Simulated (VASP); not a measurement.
# Al5BP6 (P3m1) in VASP: notebook

Runs on Al5BP6. Level: PBE. Tasks: single point, relaxation of cell and atoms.

Everything below comes from runs of VASP 6.6.1. Logs are shortened: lines on timing, memory, paths and dates and some standing lists are left out, and cuts for length are marked.

## Step 1: The cell of the first run

The structure is trigonal, space group P3m1 (No. 156). The conventional cell has a = 3.648 Å, b = 3.648 Å, c = 17.873 Å, α = 90.00°, β = 90.00°, γ = 120.00°. Within 3.0 Å of Al (site symmetry 3m) lie 4 P at 2.23 Å. Al (site symmetry 3m) has 4 P at 2.23 Å within 3.0 Å. Within 3.0 Å of Al (site symmetry 3m) lie 4 P at 2.23 Å. Al (site symmetry 3m) has 4 P at 2.23 Å within 3.0 Å. Within 3.0 Å of Al (site symmetry 3m) lie 4 P at 2.23 Å. B (site symmetry 3m) has 4 P at 2.23 Å within 3.0 Å. Within 3.0 Å of P (site symmetry 3m) lie 4 Al at 2.23 Å. Within 3.0 Å of P (site symmetry 3m) lie 4 Al at 2.23 Å.

## Step 2: Single point, PBE

Input file INCAR:

```
ALGO = Normal ; EDIFF = 1E-6
ENCUT = 520 ; GGA = PE
ISIF = 2 ; ISMEAR = 0
LASPH = True ; LCHARG = True
LELF = True ; LREAL = False
LVHAR = True ; LWAVE = False
NBANDS = 36 ; NELM = 100
PREC = Accurate ; SIGMA = 0.1
```

Input file KPOINTS:

```
k-points
0
Gamma
  6 6 1
```

Input file POSCAR:

```
Al5BP6
1.0
    3.6482801100      0.0000000000      0.0000000000
   -1.8241400600      3.1595032600      0.0000000000
    0.0000000000      0.0000000000     17.8728494300
Al B P
5 1 6
Direct
    0.0000000000      0.0000000000      0.0000000000
    0.3333333300      0.6666666700      0.8333333300
    0.6666666700      0.3333333300      0.6666666700
    0.0000000000      0.0000000000      0.5000000000
    0.3333333300      0.6666666700      0.3333333300
    0.6666666700      0.3333333300      0.1666666700
    0.0000000000      0.0000000000      0.8750000000
    0.3333333300      0.6666666700      0.7083333300
    0.6666666700      0.3333333300      0.5416666700
    0.0000000000      0.0000000000      0.3750000000
    0.3333333300      0.6666666700      0.2083333300
    0.6666666700      0.3333333300      0.0416666700
```

Potentials or basis: VASP PAW PBE potentials, release 64 (Al, B, P).

Command:

```sh
$ cat potpaw_PBE.64/Al/POTCAR potpaw_PBE.64/B/POTCAR potpaw_PBE.64/P/POTCAR > POTCAR
$ mpirun -np 1 vasp_std > vasp.out
```

OUTCAR:

```text
EDIFF = 1E-6
   ENCUT = 520
   GGA = PE
   ISIF = 2
   ISMEAR = 0
   LASPH = True
   LREAL = False
   NELM = 100
   PREC = Accurate

 ion  position               nearest neighbor table
   1  0.000  0.000  0.000-   7 2.23  12 2.23  12 2.23  12 2.23
   2  0.333  0.667  0.833-   8 2.23   7 2.23   7 2.23   7 2.23
   3  0.667  0.333  0.667-   8 2.23   8 2.23   9 2.23   8 2.23
   4  0.000  0.000  0.500-  10 2.23   9 2.23   9 2.23   9 2.23
   5  0.333  0.667  0.333-  11 2.23  10 2.23  10 2.23  10 2.23
   6  0.667  0.333  0.167-  11 2.23  11 2.23  12 2.23  11 2.23
   7  0.000  0.000  0.875-   1 2.23   2 2.23   2 2.23   2 2.23
   8  0.333  0.667  0.708-   3 2.23   3 2.23   2 2.23   3 2.23
   9  0.667  0.333  0.542-   3 2.23   4 2.23   4 2.23   4 2.23
  10  0.000  0.000  0.375-   4 2.23   5 2.23   5 2.23   5 2.23
  11  0.333  0.667  0.208-   6 2.23   6 2.23   5 2.23   6 2.23
  12  0.667  0.333  0.042-   6 2.23   1 2.23   1 2.23   1 2.23

  LATTYP: Found a hexagonal cell.
 ALAT       =     3.6482801100
 C/A-ratio  =     4.8989794893

  Lattice vectors:

 A1 = (   3.6482801100,   0.0000000000,   0.0000000000)
 A2 = (  -1.8241400600,   3.1595032600,   0.0000000000)
 A3 = (   0.0000000000,   0.0000000000,  17.8728494300)

Analysis of symmetry for initial positions (statically):
=====================================================================
 Subroutine PRICEL returns:
 Original cell was already a primitive cell.

 Routine SETGRP: Setting up the symmetry group for a
 hexagonal supercell.

 Subroutine GETGRP returns: Found  6 space group operations
 (whereof  6 operations were pure point group operations)
 out of a pool of 24 trial point group operations.

The static configuration has the point symmetry C_3v.

Analysis of symmetry for dynamics (positions and initial velocities):
=====================================================================
 Subroutine PRICEL returns:
 Original cell was already a primitive cell.

 Routine SETGRP: Setting up the symmetry group for a
 hexagonal supercell.

 Subroutine GETGRP returns: Found  6 space group operations
 (whereof  6 operations were pure point group operations)
 out of a pool of 24 trial point group operations.

The dynamic configuration has the point symmetry C_3v.

 Subroutine INISYM returns: Found  6 space group operations
 (whereof  6 operations are pure point group operations),
 and found     1 'primitive' translations

----------------------------------------------------------------------------------------

                                     Primitive cell

  volume of cell :     206.0159

  direct lattice vectors                    reciprocal lattice vectors
     3.648280110  0.000000000  0.000000000     0.274101760  0.158252725  0.000000000
    -1.824140060  3.159503260  0.000000000     0.000000000  0.316505450  0.000000000
     0.000000000  0.000000000 17.872849430     0.000000000  0.000000000  0.055950787

  length of vectors
     3.648280110  3.648280116 17.872849430     0.316505450  0.316505450  0.055950787

  position of ions in fractional coordinates (direct lattice)
     0.000000000  0.000000000  0.000000000
     0.333333330  0.666666670  0.833333330
     0.666666670  0.333333330  0.666666670
     0.000000000  0.000000000  0.500000000
     0.333333330  0.666666670  0.333333330
     0.666666670  0.333333330  0.166666670
     0.000000000  0.000000000  0.875000000
     0.333333330  0.666666670  0.708333330
     0.666666670  0.333333330  0.541666670
     0.000000000  0.000000000  0.375000000
     0.333333330  0.666666670  0.208333330
     0.666666670  0.333333330  0.041666670

  ion indices of the primitive-cell ions
   primitive index   ion index
                 1           1
                 2           2
                 3           3
                 4           4
                 5           5
                 6           6
                 7           7
                 8           8
                 9           9
                10          10
                11          11
                12          12

----------------------------------------------------------------------------------------

 KPOINTS: k-points

Automatic generation of k-mesh.
 Grid dimensions read from file:
 generate k-points for:    6    6    1

 Generating k-lattice:

  Cartesian coordinates                     Fractional coordinates (reciprocal lattice)
     0.045683627  0.026375454  0.000000000     0.166666667 -0.000000000  0.000000000
     0.000000000  0.052750908  0.000000000     0.000000000  0.166666667  0.000000000
     0.000000000  0.000000000  0.055950787     0.000000000  0.000000000  1.000000000

  Length of vectors
     0.052750908  0.052750908  0.055950787

  Shift w.r.t. Gamma in fractional coordinates (k-lattice)
     0.000000000  0.000000000  0.000000000

 Subroutine IBZKPT returns following result:
 ===========================================

 Found      7 irreducible k-points:

 Following reciprocal coordinates:
            Coordinates               Weight
  0.000000  0.000000  0.000000      1.000000
  0.166667  0.000000  0.000000      6.000000
  0.333333  0.000000  0.000000      6.000000
  0.500000  0.000000  0.000000      3.000000
  0.166667  0.166667  0.000000      6.000000
  0.333333  0.166667  0.000000     12.000000
  0.333333  0.333333  0.000000      2.000000
   k-points           NKPTS =      7   k-points in BZ     NKDIM =      7   number of bands    NBANDS=     36
   number of dos      NEDOS =    301   number of ions     NIONS =     12
   total plane-waves  NPLWV = 109760
   dimension x,y,z NGX =    28 NGY =   28 NGZ =  140
   dimension x,y,z NGXF=    56 NGYF=   56 NGZF=  280
   ions per type =               5   1   6
   NGX,Y,Z   is equivalent  to a cutoff of  12.76, 12.76, 13.02 a.u.
   NGXF,Y,Z  is equivalent  to a cutoff of  25.52, 25.52, 26.04 a.u.
 SYSTEM =  unknown system
   PREC   = accura    normal or accurate (medium, high low for compatibility)
   ISTART =      0    job   : 0-new  1-cont  2-samecut
   ICHARG =      2    charge: 1-file 2-atom 10-const
   ISPIN  =      1    spin polarized calculation?
   LNONCOLLINEAR =      F non collinear calculations
   LSORBIT =      F    spin-orbit coupling
   LASPH  =      T    aspherical Exc in radial PAW
   ENCUT  =  520.0 eV  38.22 Ry    6.18 a.u.   6.78  6.78 33.23*2*pi/ulx,y,z
   NELM   =    100;   NELMIN=  2; NELMDL= -5     # of ELM steps
   EDIFF  = 0.1E-05   stopping-criterion for ELM
   LREAL  =      F    real-space projection
   EDIFFG = 0.1E-04   stopping-criterion for IOM
   NSW    =      0    number of steps for IOM
   IBRION =     -1    ionic relax: 0-MD 1-quasi-New 2-CG
   NFREE  =      0    steps in history (QN), initial steepest desc. (CG)
   ISIF   =      2    stress and relaxation
   ISYM   =      2    0-nonsym 1-usesym 2-fastsym
   POTIM  = 0.5000    time-step for ionic-motion
   TEBEG  =    0.0;   TEEND  =   0.0 temperature during run
   PSTRESS=    0.0 pullay stress
   NELECT =      48.0000    total number of electrons
   NUPDOWN=      -1.0000    fix difference up-down
   EMIN   =  10.00;   EMAX   =-10.00  energy-range for DOS
   EFERMI =   0.00;   METHOD = LEGACY
   ISMEAR =     0;   SIGMA  =   0.10  broadening in eV -4-tet -1-fermi 0-gaus
   EFERMI_NEDOS =   21; number of points for ismear=-14 and -15
   IALGO  =     38    algorithm
   IMIX   =      4    mixing-type and parameters
     AMIX     =   0.40;   BMIX     =  1.00
     AMIX_MAG =   1.60;   BMIX_MAG =  1.00
  volume/ion in A,a.u.               =      17.17       115.86
  Fermi-wavevector in a.u.,A,eV,Ry     =   1.007368  1.903650 13.807071  1.014791
  Thomas-Fermi vector in A             =   2.140169
   LORBIT       =      0    0 simple, 1 ext, 2 COOP (PROOUT), +10 PAW based schemes
   GGA     = PE    functional components
   LHFCALC =     F    Hartree Fock is set to
   AEXX    =    0.0000 exact exchange contribution
   IVDW    =     0    specifies the selected vdW correction
   LEPSILON=     F    determine dielectric tensor
   LRPA    =     F    only Hartree local field effects (RPA)
 non-spin polarized calculation
 Gauss-broadening in eV      SIGMA  =   0.10
  energy-cutoff  :      520.00
  volume of cell :      206.02
 maximum number of plane-waves:      5595
 NGX is ok and might be reduce to    28
   NGX = 13   NGY = 13   NGZ = 67

 number of electron      48.0000001 magnetization

 Free energy of the ion-electron system (eV)
  ---------------------------------------------------
  ext. energy  EPLUGINS =         0.00000000
  ---------------------------------------------------
  free energy    TOTEN  =       -60.98970367 eV

  energy without entropy =      -60.98970367  energy(sigma->0) =      -60.98970367

 E-fermi :   6.4363     XC(G=0):  -9.7915

 val. band max:        5.9466955842   @ k =   0.0000   0.0000   0.0000
 cond. band min:       7.0456527569   @ k =   0.5000   0.0000   0.0000
 fundamental gap:      1.0989571728
 Fermi energy:         6.4363034839

 k-point     1 :       0.0000    0.0000    0.0000
  band No.  band energies     occupation
      1      -6.8003      2.00000
      2      -6.4594      2.00000
      3      -6.2913      2.00000
      4      -5.4251      2.00000
      5      -5.3893      2.00000
      6      -4.5992      2.00000
[... 28 lines left out ...]
     35      10.6471      0.00000
     36      10.7093      0.00000

 k-point     2 :       0.1667    0.0000    0.0000
  band No.  band energies     occupation
      1      -6.4756      2.00000
      2      -6.1422      2.00000
      3      -5.9787      2.00000
      4      -5.1428      2.00000
      5      -5.1021      2.00000
      6      -4.3489      2.00000
[... 28 lines left out ...]
     35      11.1558      0.00000
     36      11.1918      0.00000

 k-point     3 :       0.3333    0.0000    0.0000
  band No.  band energies     occupation
      1      -5.5787      2.00000
      2      -5.2915      2.00000
      3      -5.1220      2.00000
      4      -4.4924      2.00000
      5      -4.3528      2.00000
      6      -3.8153      2.00000
[... 28 lines left out ...]
     35      10.9899      0.00000
     36      11.5071      0.00000

 k-point     4 :       0.5000    0.0000    0.0000
  band No.  band energies     occupation
      1      -4.7006      2.00000
      2      -4.5591      2.00000
      3      -4.4173      2.00000
      4      -4.0917      2.00000
      5      -4.0731      2.00000
      6      -3.6714      2.00000
[... 28 lines left out ...]
     35      10.5110      0.00000
     36      11.2589      0.00000

 k-point     5 :       0.1667    0.1667    0.0000
  band No.  band energies     occupation
      1      -5.8600      2.00000
      2      -5.5482      2.00000
      3      -5.3924      2.00000
      4      -4.6398      2.00000
      5      -4.5971      2.00000
      6      -3.9399      2.00000
[... 28 lines left out ...]
     35      10.9898      0.00000
     36      11.1800      0.00000

 k-point     6 :       0.3333    0.1667    0.0000
  band No.  band energies     occupation
      1      -4.8405      2.00000
      2      -4.6452      2.00000
      3      -4.4406      2.00000
      4      -4.1469      2.00000
      5      -3.9298      2.00000
      6      -3.6291      2.00000
[... 28 lines left out ...]
     35      11.0122      0.00000
     36      11.1897      0.00000

 k-point     7 :       0.3333    0.3333    0.0000
  band No.  band energies     occupation
      1      -4.1114      2.00000
      2      -4.1053      2.00000
      3      -4.0958      2.00000
      4      -4.0728      2.00000
      5      -3.7760      2.00000
      6      -3.7033      2.00000
[... 28 lines left out ...]
     35      12.5514      0.00000
     36      12.6611      0.00000

------------------------ aborting loop because EDIFF is reached ----------------------------------------

  FORCE on cell =-STRESS in cart. coord.  units (eV):
  Direction    XX          YY          ZZ          XY          YZ          ZX
  --------------------------------------------------------------------------------------
  -------------------------------------------------------------------------------------
  Total       19.9127346     19.9127347     19.7958498     -0.0000000      0.0000000      0.0000000
  in kB      154.8605183    154.8605188    153.9515097     -0.0000002      0.0000000      0.0000000
  external PRESSURE =     154.5575156 kB  Pullay stress =       0.0000000 kB

 VOLUME and BASIS-vectors are now :
 -----------------------------------------------------------------------------
  energy-cutoff  :      520.00
  volume of cell :      206.02
      direct lattice vectors                 reciprocal lattice vectors
     3.648280110  0.000000000  0.000000000     0.274101760  0.158252725  0.000000000
    -1.824140060  3.159503260  0.000000000     0.000000000  0.316505450  0.000000000
     0.000000000  0.000000000 17.872849430     0.000000000  0.000000000  0.055950787

 POSITION                                       TOTAL-FORCE (eV/Angst)
 -----------------------------------------------------------------------------------
      0.00000      0.00000      0.00000         0.000000     -0.000000      0.397950
     -0.00000      2.10634     14.89404        -0.000000     -0.000000      0.023704
      1.82414      1.05317     11.91523        -0.000000     -0.000000      0.014226
      0.00000      0.00000      8.93642        -0.000000      0.000000      0.015005
     -0.00000      2.10634      5.95762        -0.000000     -0.000000      0.005008
      1.82414      1.05317      2.97881        -0.000000     -0.000000     -0.153412
      0.00000      0.00000     15.63874        -0.000000      0.000000     -0.028341
     -0.00000      2.10634     12.65993         0.000000     -0.000000     -0.013427
      1.82414      1.05317      9.68113         0.000000     -0.000000     -0.019487
      0.00000      0.00000      6.70232        -0.000000     -0.000000     -0.099588
     -0.00000      2.10634      3.72351        -0.000000      0.000000     -3.283231
      1.82414      1.05317      0.74470         0.000000     -0.000000      3.141593
 -----------------------------------------------------------------------------------
    total drift:                               -0.000002      0.000001      0.000057

  FREE ENERGIE OF THE ION-ELECTRON SYSTEM (eV)
  ---------------------------------------------------
  free  energy   TOTEN  =       -60.9897036746 eV

  energy  without entropy=      -60.9897036746  energy(sigma->0) =      -60.98970367
```

Run time: 72 s. Hardware: 1 thread of Intel Xeon Platinum 8488C (Sapphire Rapids), shared host; peak memory 0.32 GiB.

What came out:

```
Free energy            : -60.9897 eV
Pressure               : 15.5 GPa
Largest force          : 3.283 eV/Å
Band gap on the k mesh : 1.10 eV, indirect (least direct gap 2.11 eV)
```

Forces on the atoms (eV/Å):
```
Al   0.000  0.000  0.398
Al   0.000  0.000  0.024
Al   0.000  0.000  0.014
Al   0.000  0.000  0.015
Al   0.000  0.000  0.005
B    0.000  0.000 -0.153
P    0.000  0.000 -0.028
P    0.000  0.000 -0.013
P    0.000  0.000 -0.019
P    0.000  0.000 -0.100
P    0.000  0.000 -3.283
P    0.000  0.000  3.142
```

Caveat: forces of over 1 eV/Å act on the atoms, so gaps and moduli don't describe the material at rest.

[end of part 1 of 2]
